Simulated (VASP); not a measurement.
## Na2TlGaF6: single point with PBEsol

Crystal: Na2TlGaF6.

```
Na Tl Ga F
1.0
     0.00000    4.42816    4.42816
     4.42816    0.00000    4.42816
     4.42816    4.42816    0.00000
Na Tl Ga F
2 1 1 6
Cartesian
  6.6422 6.6422 6.6422
  2.2141 2.2141 2.2141
  4.4282 4.4282 4.4282
  0.0000 0.0000 0.0000
  1.8960 4.4282 4.4282
  4.4282 4.4282 1.8960
  6.9603 4.4282 4.4282
  4.4282 1.8960 4.4282
  4.4282 6.9603 4.4282
  4.4282 4.4282 6.9603
```

```yaml
Program: VASP 6.6.1
Task: single point
Functional: PBEsol
Potentials_or_basis: VASP PAW PBE potentials, release 64 (Na_sv, Tl_d, Ga_d, F)
Cutoff: 970 eV
k_mesh: 6 × 6 × 6
Occupations: gaussian, width 0.02 eV
Spin: no spin polarisation
```

```
Pressure               : 0.0 GPa
Largest force          : 0.072 eV/Å
Band gap on the k mesh : 3.39 eV (least direct gap 3.88 eV)
```

Forces in eV/Å, atoms in the order of the input:
```
Na   0.000  0.000  0.000
Na   0.000  0.000  0.000
Tl   0.000  0.000  0.000
Ga   0.000  0.000  0.000
F    0.072  0.000  0.000
F    0.000  0.000  0.072
F   -0.072  0.000  0.000
F    0.000  0.072  0.000
F    0.000 -0.072  0.000
F    0.000  0.000 -0.072
```

Levels at points of the mesh, in eV from the valence-band top:
| k point | band 39 | band 40 | band 41 | band 42 | band 43 | band 44 | band 45 | band 46 | band 47 | band 48 |
| --- | --- | --- | --- | --- | --- | --- | --- | --- | --- | --- |
| (0.00, 0.00, 0.00) | -2.54 | -2.28 | -2.28 | -2.28 | -1.88 | 4.03 | 5.80 | 5.80 | 5.80 | 6.26 |
| (0.50, 0.00, 0.00) | -2.74 | -2.39 | -2.39 | -2.36 | -0.49 | 3.39 | 5.32 | 6.04 | 6.04 | 6.82 |
| (0.50, 0.50, 0.00) | -2.54 | -2.45 | -2.45 | -2.28 | 0.00 | 4.20 | 5.43 | 5.43 | 5.92 | 5.94 |

Wall time 4 min on 1 thread of Intel(R) Xeon(R) 6975P-C (Granite Rapids), with other jobs on the host, peak memory 0.79 GiB.

Caveat: the PAW data sets were made with another functional, which shifts forces and pressure a little; spin-orbit coupling is left out, which moves the levels of the heavy elements. A k mesh can miss the band edges.
